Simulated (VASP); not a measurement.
A run of VASP 6.6.1:

INCAR

```
  ALGO = Normal
  EDIFF = 1E-6
  ENCUT = 410
  GGA = PE
  GGA_COMPAT = F
  ISIF = 2
  ISMEAR = 0
  ISPIN = 2
  LASPH = T
  LCHARG = F
  LORBIT = 11
  LREAL = Auto
  LWAVE = F
  MAGMOM = 0 0 0 0 0 0 0 0 0 0 0 0 0 0 0 0 0 0 0 0 0 0 0 0 0 0 0 0 0 0 0 0 0 0 0 0 0 0 0 0 0 0 0 0 0 0 0 0 0 0 0 0 0 0 0
  NBANDS = 226
  NELM = 200
  PREC = Accurate
  SIGMA = 0.05
```

File KPOINTS:

```
k-points
0
Gamma
  1 1 1
```

POSCAR

```
Ge8Sb16Te31
1.0
   12.2383000000      0.0000000000      0.0000000000
    0.0000000000     12.2383000000      0.0000000000
   -6.1191500000     -6.1191500000     12.1028300000
Ge Sb Te
8 16 31
Direct
    0.0037049783     -0.0180047956     -0.0143730738
    0.0146874417      0.0206810481      0.5035205704
    0.4554547055     -0.0633651419      0.4523472098
    0.4757908932      0.0125301209     -0.0506760865
    0.0206149878      0.5040390907      0.4690011401
   -0.0548753492      0.5015226729     -0.0271950991
    0.3834079325      0.4661280533     -0.0766061234
    0.5384772415      0.4212652579      0.4793502770
    0.2629557616      0.2211239413      0.4746134851
    0.1318028738      0.1937381621      0.0007590212
    0.7065555926      0.2886803046     -0.0395820880
    0.9446401703      0.2610075783      0.5950848249
    0.2661547509      0.6904486684      0.0284065372
    0.2273736664      0.6572277064      0.4689377138
    0.7362662917      0.7509013508      0.4862992616
    0.7782843801      0.8152104159      0.0020115448
    0.3929184862      0.0727067352      0.2326748179
    0.3875511441      0.1257208441      0.7406765212
    0.8348198428      0.0769413839      0.7825398099
    0.7505134489      0.0826659562      0.2257888327
    0.4571508658      0.5948791113      0.8063642426
    0.3950428190      0.5761387821      0.2727290207
    0.8844198989      0.6799877223      0.2710115643
    0.9757035921      0.5781266442      0.7413485531
   -0.0024987110      0.2517626212      0.4051818709
    0.5057528302      0.1995361664      0.4769103078
    0.4941774240      0.3045282561     -0.0022253687
   -0.0168633564      0.8073948893      0.5248280677
    0.0460518040      0.7378739928      0.0349726277
    0.5531858225      0.8358001276      0.0212051564
    0.4664118067      0.7471018322      0.5125307062
    0.1638073082      0.0852130365      0.2398112437
    0.0529455836      0.1364396233      0.7728120633
    0.5829001912      0.2603987361      0.7397701132
    0.7129767485      0.2467428668      0.4034580935
    0.2256874571      0.6909257341      0.7790099945
    0.1402228114      0.5408931604      0.2373886261
    0.6426501394      0.6159840217      0.2501702874
    0.6310557220      0.7196050503      0.7746689867
    0.3682925586      0.4959630965      0.5609280028
    0.2347855461      0.4573794568      1.0217866910
    0.7484282763      0.5818208510      1.0127235929
    0.8248099197      0.5290516944      0.5178718675
    0.2245386933      0.9766603293      0.9738502395
    0.2329865410      0.9892942991      0.4926403133
    0.7110845686      1.0071641392      0.5465914104
    0.6433082026      1.0229256984      0.8688744876
    0.2311282429      0.3015530775      0.7126419136
    0.3494592927      0.3488818410      0.2782989719
    0.9090707483      0.4396288090      0.2522940593
    0.8048170950      0.4085902159      0.7409556639
    0.4651921670      0.8442205069      0.2505784112
    0.3016091647      0.8840109389      0.7349504999
    0.8641071504      0.8376233209      0.7615519620
    0.9171317276      0.9340957481      0.2808254982
```

Potentials or basis: VASP PAW PBE potentials, release 64 (Ge_d, Sb, Te).

Launch:

```bash
$ cat potpaw_PBE.64/Ge_d/POTCAR potpaw_PBE.64/Sb/POTCAR potpaw_PBE.64/Te/POTCAR > POTCAR
$ mpirun -np 1 vasp_gam > vasp.out
```

Hardware: 1 thread of Intel Xeon 8259CL, on a shared host.

Question: How long does it take, and how much memory?

Answer: It took 39 min on 1 thread of Intel Xeon 8259CL, on a shared host, peak memory 1.7 GiB. Counts: scf iterations 18, k points 1.
